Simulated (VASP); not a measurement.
# NaCl (Fm-3m) in VASP: further runs

The runs below take NaCl through single point, relaxation of cell and atoms, with PBE.

Everything below comes from runs of VASP 6.6.1. Logs are shortened: lines on timing, memory, paths and dates and some standing lists are left out, and cuts for length are marked.

### Step 1. The cell of the first run

Symmetry: Fm-3m, No. 225, cubic system. The conventional cell has a = 5.751 Å, b = 5.751 Å, c = 5.751 Å, α = 90.00°, β = 90.00°, γ = 90.00°. Within 3.8 Å of Na (site symmetry m-3m) lie 6 Cl at 2.88 Å. Within 3.8 Å of Cl (site symmetry m-3m) lie 6 Na at 2.88 Å.

### Step 2. Single point, PBE (volume scaled by 1.03)

INCAR

```
  PREC = Accurate
  ENCUT = 520
  EDIFF = 1E-7
  ISMEAR = 0
  SIGMA = 0.02
  LREAL = F
  LASPH = T
  NELM = 80
  ALGO = Normal
  ISIF = 2
  LWAVE = F
  LCHARG = T
  GGA = PE
  LELF = T
  LVHAR = T
  NBANDS = 14
```

KPOINTS

```
Automatic mesh
0
Gamma
  8 8 8
```

POSCAR

```
NaCl
1.0
    0.0000000000      2.8752843131      2.8752843131
    2.8752843131      0.0000000000      2.8752843131
    2.8752843131      2.8752843131      0.0000000000
Na Cl
1 1
Direct
    0.0000000000      0.0000000000      0.0000000000
    0.5000000000      0.5000000000      0.5000000000
```

Potentials or basis: VASP PAW PBE potentials, release 64 (Na_pv, Cl).

Command:

```
$ cat potpaw_PBE.64/Na_pv/POTCAR potpaw_PBE.64/Cl/POTCAR > POTCAR
$ mpirun -np 1 vasp_std > vasp.out
```

OUTCAR:

```text
PREC = Accurate
   ENCUT = 520
   EDIFF = 1E-7
   ISMEAR = 0
   LREAL = F
   LASPH = T
   NELM = 80
   ISIF = 2
   GGA = PE

 ion  position               nearest neighbor table
   1  0.000  0.000  0.000-
   2  0.500  0.500  0.500-

  LATTYP: Found a face centered cubic cell.
 ALAT       =     5.7505686262

  Lattice vectors:

 A1 = (   0.0000000000,   2.8752843131,   2.8752843131)
 A2 = (   2.8752843131,   0.0000000000,   2.8752843131)
 A3 = (   2.8752843131,   2.8752843131,   0.0000000000)

Analysis of symmetry for initial positions (statically):
=====================================================================
 Subroutine PRICEL returns:
 Original cell was already a primitive cell.

 Routine SETGRP: Setting up the symmetry group for a
 face centered cubic supercell.

 Subroutine GETGRP returns: Found 48 space group operations
 (whereof 48 operations were pure point group operations)
 out of a pool of 48 trial point group operations.

The static configuration has the point symmetry O_h .

Analysis of symmetry for dynamics (positions and initial velocities):
=====================================================================
 Subroutine PRICEL returns:
 Original cell was already a primitive cell.

 Routine SETGRP: Setting up the symmetry group for a
 face centered cubic supercell.

 Subroutine GETGRP returns: Found 48 space group operations
 (whereof 48 operations were pure point group operations)
 out of a pool of 48 trial point group operations.

The dynamic configuration has the point symmetry O_h .

 Subroutine INISYM returns: Found 48 space group operations
 (whereof 48 operations are pure point group operations),
 and found     1 'primitive' translations

----------------------------------------------------------------------------------------

                                     Primitive cell

  volume of cell :      47.5414

  direct lattice vectors                    reciprocal lattice vectors
     0.000000000  2.875284313  2.875284313    -0.173895847  0.173895847  0.173895847
     2.875284313  0.000000000  2.875284313     0.173895847 -0.173895847  0.173895847
     2.875284313  2.875284313  0.000000000     0.173895847  0.173895847 -0.173895847

  length of vectors
     4.066266071  4.066266071  4.066266071     0.301196442  0.301196442  0.301196442

[... 87 lines left out ...]
   ISYM   =      2    0-nonsym 1-usesym 2-fastsym
   POTIM  = 0.5000    time-step for ionic-motion
   TEBEG  =    0.0;   TEEND  =   0.0 temperature during run
   PSTRESS=    0.0 pullay stress
   NELECT =      14.0000    total number of electrons
   NUPDOWN=      -1.0000    fix difference up-down
   EMIN   =  10.00;   EMAX   =-10.00  energy-range for DOS
   EFERMI =   0.00;   METHOD = LEGACY
   ISMEAR =     0;   SIGMA  =   0.02  broadening in eV -4-tet -1-fermi 0-gaus
   EFERMI_NEDOS =   21; number of points for ismear=-14 and -15
   IALGO  =     38    algorithm
   IMIX   =      4    mixing-type and parameters
     AMIX     =   0.40;   BMIX     =  1.00
     AMIX_MAG =   1.60;   BMIX_MAG =  1.00
  volume/ion in A,a.u.               =      23.77       160.41
  Fermi-wavevector in a.u.,A,eV,Ry     =   1.089164  2.058222 16.140303  1.186279
  Thomas-Fermi vector in A             =   2.225362
   LORBIT       =      0    0 simple, 1 ext, 2 COOP (PROOUT), +10 PAW based schemes
   GGA     = PE    functional components
   LHFCALC =     F    Hartree Fock is set to
   AEXX    =    0.0000 exact exchange contribution
   IVDW    =     0    specifies the selected vdW correction
   LEPSILON=     F    determine dielectric tensor
   LRPA    =     F    only Hartree local field effects (RPA)
 non-spin polarized calculation
 Gauss-broadening in eV      SIGMA  =   0.02
  energy-cutoff  :      520.00
  volume of cell :       47.54
 maximum number of plane-waves:      1303
   NGX = 15   NGY = 15   NGZ = 15

 number of electron      13.9999997 magnetization

 Free energy of the ion-electron system (eV)
  ---------------------------------------------------
  ext. energy  EPLUGINS =         0.00000000
  ---------------------------------------------------
  free energy    TOTEN  =        -6.77531975 eV

  energy without entropy =       -6.77531975  energy(sigma->0) =       -6.77531975

 E-fermi :  -0.8916     XC(G=0):  -7.9201

 val. band max:       -1.0543147383   @ k =   0.0000   0.0000   0.0000
 cond. band min:       3.8371522242   @ k =   0.0000   0.0000   0.0000
 fundamental gap:      4.8914669625
 Fermi energy:        -0.8915603653

 k-point     1 :       0.0000    0.0000    0.0000
  band No.  band energies     occupation
      1     -21.9918      2.00000
      2     -21.9917      2.00000
      3     -21.9917      2.00000
      4     -13.5893      2.00000
      5      -1.0543      2.00000
      6      -1.0543      2.00000
      7      -1.0543      2.00000
      8       3.8372      0.00000
      9      10.0000      0.00000
     10      10.0000      0.00000
     11      10.0000      0.00000
     12      12.0868      0.00000
     13      12.0868      0.00000
     14      13.5979      0.00000
[... 377 lines left out ...]
      1     -22.0095      2.00000
      2     -21.9981      2.00000
      3     -21.9952      2.00000
      4     -13.2791      2.00000
      5      -2.5566      2.00000
      6      -1.7406      2.00000
      7      -1.4225      2.00000
      8       7.1236      0.00000
      9       8.2148      0.00000
     10       8.9854      0.00000
     11      10.4594      0.00000
     12      12.9930      0.00000
     13      14.1779      0.00000
     14      15.2538      0.00000

 [... further k-points ...]

------------------------ aborting loop because EDIFF is reached ----------------------------------------

  FORCE on cell =-STRESS in cart. coord.  units (eV):
  Direction    XX          YY          ZZ          XY          YZ          ZX
  --------------------------------------------------------------------------------------
  -------------------------------------------------------------------------------------
  Total       -0.1980710     -0.1980710     -0.1980710     -0.0000000     -0.0000000      0.0000000
  in kB       -6.6751214     -6.6751214     -6.6751214     -0.0000000     -0.0000000      0.0000000
  external PRESSURE =      -6.6751214 kB  Pullay stress =       0.0000000 kB

 VOLUME and BASIS-vectors are now :
 -----------------------------------------------------------------------------
  energy-cutoff  :      520.00
  volume of cell :       47.54
      direct lattice vectors                 reciprocal lattice vectors
     0.000000000  2.875284313  2.875284313    -0.173895847  0.173895847  0.173895847
     2.875284313  0.000000000  2.875284313     0.173895847 -0.173895847  0.173895847
     2.875284313  2.875284313  0.000000000     0.173895847  0.173895847 -0.173895847

 POSITION                                       TOTAL-FORCE (eV/Angst)
 -----------------------------------------------------------------------------------
      0.00000      0.00000      0.00000        -0.000000      0.000000      0.000000
      2.87528      2.87528      2.87528         0.000000     -0.000000     -0.000000
 -----------------------------------------------------------------------------------
    total drift:                                0.000000      0.000000      0.000000

  FREE ENERGIE OF THE ION-ELECTRON SYSTEM (eV)
  ---------------------------------------------------
  free  energy   TOTEN  =        -6.7753197547 eV

  energy  without entropy=       -6.7753197547  energy(sigma->0) =       -6.77531975
```

It took 26 s on 1 thread of Intel Xeon Platinum 8259CL at 2.50GHz (Skylake/Cascade Lake), shared host; peak memory 0.16 GiB.

Results:

```yaml
Free_energy: -6.7753 eV
Pressure: -0.7 GPa
Band_gap_on_the_k_mesh: 4.89 eV, direct
```

Caveat: the cell differs from its parent crystal (volume scaled by 1.03).

### Step 3. Single point, PBE (volume scaled by 1.06)

INCAR

```
SYSTEM = NaCl
  PREC = Accurate
  ENCUT = 520
  EDIFF = 1E-6
  ISMEAR = 0
  SIGMA = 0.02
  LREAL = .FALSE.
  LASPH = .TRUE.
  NELM = 80
  ALGO = Normal
  ISIF = 2
  LWAVE = .FALSE.
  LCHARG = .FALSE.
  GGA = PE
  NBANDS = 14
```

KPOINTS

```
Automatic mesh
0
G
  8 8 8
  0 0 0
```

POSCAR

```
NaCl
1.0
    0.0000000000      2.9029329738      2.9029329738
    2.9029329738      0.0000000000      2.9029329738
    2.9029329738      2.9029329738      0.0000000000
Na Cl
1 1
Direct
    0.0000000000      0.0000000000      0.0000000000
    0.5000000000      0.5000000000      0.5000000000
```

Potentials or basis: VASP PAW PBE potentials, release 64 (Na_pv, Cl).

Command:

```
$ cat potpaw_PBE.64/Na_pv/POTCAR potpaw_PBE.64/Cl/POTCAR > POTCAR
$ mpirun -np 1 vasp_std > vasp.out
```

Wall time 17 s (1 thread of Intel Xeon Platinum 8259CL at 2.50GHz (Skylake/Cascade Lake), shared host); peak memory 0.17 GiB.

It converged, with:

```yaml
Free_energy: -6.7675 eV
Pressure: -1.2 GPa
Band_gap_on_the_k_mesh: 4.79 eV, direct
```

Levels at points of the mesh, in eV from the valence-band top:
```tsv
k point	band 4	band 5	band 6	band 7	band 8	band 9	band 10	band 11
(0.00, 0.00, 0.00)	-12.48	0.00	0.00	0.00	4.79	11.02	11.02	11.02
(0.50, 0.00, 0.00)	-12.22	-1.68	-0.22	-0.22	7.11	9.93	10.75	10.75
(0.50, 0.50, 0.00)	-12.18	-1.44	-0.52	-0.52	7.27	8.13	10.72	14.01
```

Caveat: the cell differs from its parent crystal (volume scaled by 1.06). A k mesh can miss the band edges.

### Step 4. Relaxation of cell and atoms, PBE

This run uses another cell than the first one, of 22.19 Å³/atom, 0.933 times its volume.

INCAR

```
SYSTEM = NaCl
  ALGO = Normal
  EDIFF = 1E-6
  EDIFFG = -0.005
  ENCUT = 600
  GGA = PE
  IBRION = 2
  ISIF = 3
  ISMEAR = 0
  LASPH = .TRUE.
  LCHARG = .FALSE.
  LREAL = .FALSE.
  LWAVE = .FALSE.
  NELM = 60
  NSW = 100
  PREC = Accurate
  SIGMA = 0.02
```

KPOINTS

```
k-points
0
G
  8 8 8
  0 0 0
```

POSCAR

```
NaCl
1.0
    0.0000000000      2.8100000000      2.8100000000
    2.8100000000      0.0000000000      2.8100000000
    2.8100000000      2.8100000000      0.0000000000
Na Cl
1 1
Direct
    0.0000000000      0.0000000000      0.0000000000
    0.5000000000      0.5000000000      0.5000000000
```

Potentials or basis: VASP PAW PBE potentials, release 64 (Na_pv, Cl).

Command:

```
$ cat potpaw_PBE.64/Na_pv/POTCAR potpaw_PBE.64/Cl/POTCAR > POTCAR
$ mpirun -np 1 vasp_std > vasp.out
```

OUTCAR:

```text
SYSTEM = NaCl
   EDIFF = 1E-6
   EDIFFG = -0.005
   ENCUT = 600
   GGA = PE
   IBRION = 2
   ISIF = 3
   ISMEAR = 0
   LASPH = .TRUE.
   LREAL = .FALSE.
   NELM = 60
   NSW = 100
   PREC = Accurate

 ion  position               nearest neighbor table
   1  0.000  0.000  0.000-
   2  0.500  0.500  0.500-

  LATTYP: Found a face centered cubic cell.
 ALAT       =     5.6200000000

  Lattice vectors:

 A1 = (   0.0000000000,   2.8100000000,   2.8100000000)
 A2 = (   2.8100000000,   0.0000000000,   2.8100000000)
 A3 = (   2.8100000000,   2.8100000000,   0.0000000000)

Analysis of symmetry for initial positions (statically):
=====================================================================
 Subroutine PRICEL returns:
 Original cell was already a primitive cell.

 Routine SETGRP: Setting up the symmetry group for a
 face centered cubic supercell.

 Subroutine GETGRP returns: Found 48 space group operations
 (whereof 48 operations were pure point group operations)
 out of a pool of 48 trial point group operations.

The static configuration has the point symmetry O_h .

Analysis of symmetry for dynamics (positions and initial velocities):
=====================================================================
 Subroutine PRICEL returns:
 Original cell was already a primitive cell.

 Routine SETGRP: Setting up the symmetry group for a
 face centered cubic supercell.

 Subroutine GETGRP returns: Found 48 space group operations
 (whereof 48 operations were pure point group operations)
 out of a pool of 48 trial point group operations.

The dynamic configuration has the point symmetry O_h .

 Subroutine INISYM returns: Found 48 space group operations
 (whereof 48 operations are pure point group operations),
 and found     1 'primitive' translations

----------------------------------------------------------------------------------------

                                     Primitive cell
[... 131 lines left out ...]

 number of electron      14.0000007 magnetization

 Free energy of the ion-electron system (eV)
  ---------------------------------------------------
  ext. energy  EPLUGINS =         0.00000000
  ---------------------------------------------------
  free energy    TOTEN  =        -6.77227674 eV

  energy without entropy =       -6.77227674  energy(sigma->0) =       -6.77227674

------------------------ aborting loop because EDIFF is reached ----------------------------------------

  FORCE on cell =-STRESS in cart. coord.  units (eV):
  Direction    XX          YY          ZZ          XY          YZ          ZX
  --------------------------------------------------------------------------------------
  -------------------------------------------------------------------------------------
  Total        0.2912696      0.2912696      0.2912696      0.0000000     -0.0000000     -0.0000000
  in kB       10.5161497     10.5161497     10.5161497      0.0000000     -0.0000000     -0.0000000
  external PRESSURE =      10.5161497 kB  Pullay stress =       0.0000000 kB
[... 59 lines left out ...]
--------------------------------------- Ionic step        3  -------------------------------------------

 number of electron      13.9999997 magnetization

 Free energy of the ion-electron system (eV)
  ---------------------------------------------------
  ext. energy  EPLUGINS =         0.00000000
  ---------------------------------------------------
  free energy    TOTEN  =        -6.77803755 eV

  energy without entropy =       -6.77803755  energy(sigma->0) =       -6.77803755

 E-fermi :  -0.7213     XC(G=0):  -8.0333

 val. band max:       -0.9087706429   @ k =   0.0000   0.0000   0.0000
 cond. band min:       4.0807312993   @ k =   0.0000   0.0000   0.0000
 fundamental gap:      4.9895019423
 Fermi energy:        -0.7212734033

 k-point     1 :       0.0000    0.0000    0.0000
  band No.  band energies     occupation
      1     -21.7892      2.00000
      2     -21.7892      2.00000
      3     -21.7892      2.00000
      4     -13.4987      2.00000
      5      -0.9088      2.00000
      6      -0.9088      2.00000
      7      -0.9088      2.00000
      8       4.0807      0.00000
      9      10.1778      0.00000
     10      10.1778      0.00000
     11      10.1778      0.00000
[... 309 lines left out ...]
 k-point    24 :      -0.3750    0.2500    0.1250
  band No.  band energies     occupation
      1     -21.8094      2.00000
      2     -21.7963      2.00000
      3     -21.7930      2.00000
      4     -13.1625      2.00000
      5      -2.4776      2.00000
      6      -1.6287      2.00000
      7      -1.2961      2.00000
      8       7.3404      0.00000
      9       8.4905      0.00000
     10       9.2305      0.00000
     11      10.7071      0.00000

 [... further k-points ...]

------------------------ aborting loop because EDIFF is reached ----------------------------------------

  FORCE on cell =-STRESS in cart. coord.  units (eV):
  Direction    XX          YY          ZZ          XY          YZ          ZX
  --------------------------------------------------------------------------------------
  -------------------------------------------------------------------------------------
  Total       -0.0006318     -0.0006318     -0.0006318      0.0000000      0.0000000      0.0000000
  in kB       -0.0218752     -0.0218752     -0.0218752      0.0000000      0.0000000      0.0000000
  external PRESSURE =      -0.0218752 kB  Pullay stress =       0.0000000 kB
[... 17 lines left out ...]
  FREE ENERGIE OF THE ION-ELECTRON SYSTEM (eV)
  ---------------------------------------------------
  free  energy   TOTEN  =        -6.7780375505 eV

  energy  without entropy=       -6.7780375505  energy(sigma->0) =       -6.77803755

 reached required accuracy - stopping structural energy minimisation
```

OSZICAR:

```text
N       E                     dE             d eps       ncg     rms          rms(c)
DAV:   1     0.106176068869E+03    0.10618E+03   -0.79622E+03   638   0.141E+03
DAV:   2     0.341493611412E+01   -0.10276E+03   -0.95208E+02   705   0.302E+02
DAV:   3    -0.672980230702E+01   -0.10145E+02   -0.10059E+02   770   0.940E+01
[... 22 lines left out ...]
DAV:   3    -0.677869060921E+01    0.56017E-02   -0.12751E-02   722   0.131E+00    0.240E-01
DAV:   4    -0.677805040057E+01    0.64021E-03   -0.35335E-04   874   0.244E-01    0.199E-02
DAV:   5    -0.677803934466E+01    0.11056E-04   -0.34120E-05   722   0.572E-02    0.114E-02
DAV:   6    -0.677803791307E+01    0.14316E-05   -0.25969E-06   656   0.269E-02    0.517E-03
DAV:   7    -0.677803755048E+01    0.36258E-06   -0.47026E-07   364   0.806E-03
   3 F= -.67780376E+01 E0= -.67780376E+01  d E =-.576081E-02
```

Run time: 34 s. Hardware: 1 thread of Intel Xeon Platinum 8259CL at 2.50GHz (Skylake/Cascade Lake), shared host; peak memory 0.17 GiB.

Results:

| Quantity | Value |
| --- | --- |
| Free energy | -6.7780 eV |
| Relaxed volume | 23.14 Å³/atom |
| Relaxed cell | a = 4.030 Å, b = 4.030 Å, c = 4.030 Å, α = 60.00°, β = 60.00°, γ = 60.00° |
| Space group after relaxing (to 0.05 Å) | Fm-3m (No. 225) |
| Energy gained by relaxing | 2.9 meV/atom |
| Ionic steps | 3 |
| Pressure after relaxing | 0.0 GPa |
| Band gap on the k mesh | 4.99 eV, direct |

The path:
```
step  energy change (eV)  largest force (eV/Å)  pressure (GPa)  volume (Å³)
   1              0.0000                0.0000            1.05        44.38
   2             -0.0045                0.0000            0.52        45.32
   3             -0.0058                0.0000            0.00        46.28
```

Final structure:
```
CELL_PARAMETERS angstrom
0.00000 2.84956 2.84956
2.84956 0.00000 2.84956
2.84956 2.84956 0.00000
ATOMIC_POSITIONS crystal
Na 0.00000 0.00000 0.00000
Cl 0.50000 0.50000 0.50000
```

Levels at points of the mesh, in eV from the valence-band top:
```tsv
k point	band 5	band 6	band 7	band 8	band 9	band 10
(0.00, 0.00, 0.00)	0.00	0.00	0.00	4.99	11.09	11.09
(0.50, 0.00, 0.00)	-1.83	-0.25	-0.25	7.22	10.37	10.89
(0.50, 0.50, 0.00)	-1.58	-0.57	-0.57	7.44	8.10	11.10
```

A k mesh can miss the band edges. Zero-point motion and thermal expansion aren't in these numbers.

### Step 5. Overview

| task | cell | cutoff (eV) | gap on the mesh (eV) | pressure (GPa) |
| --- | --- | --- | --- | --- |
| single point | a = 4.066 Å, angles 60.0°, 2 atoms | 520 | 4.89 | -0.7 |
| single point | a = 4.105 Å, angles 60.0°, 2 atoms | 520 | 4.79 | -1.2 |
| relaxation of cell and atoms | relaxed from a = 3.974 Å, angles 60.0°, 2 atoms | 600 | 4.99 | 0.0 |

Alike in all rows: level PBE; potentials or basis VASP PAW PBE potentials, release 64 (Na_pv, Cl); no spin polarisation; k mesh 8 × 8 × 8; smearing gaussian 0.02 eV.

Absolute energies hang on the potentials; compare differences alone.
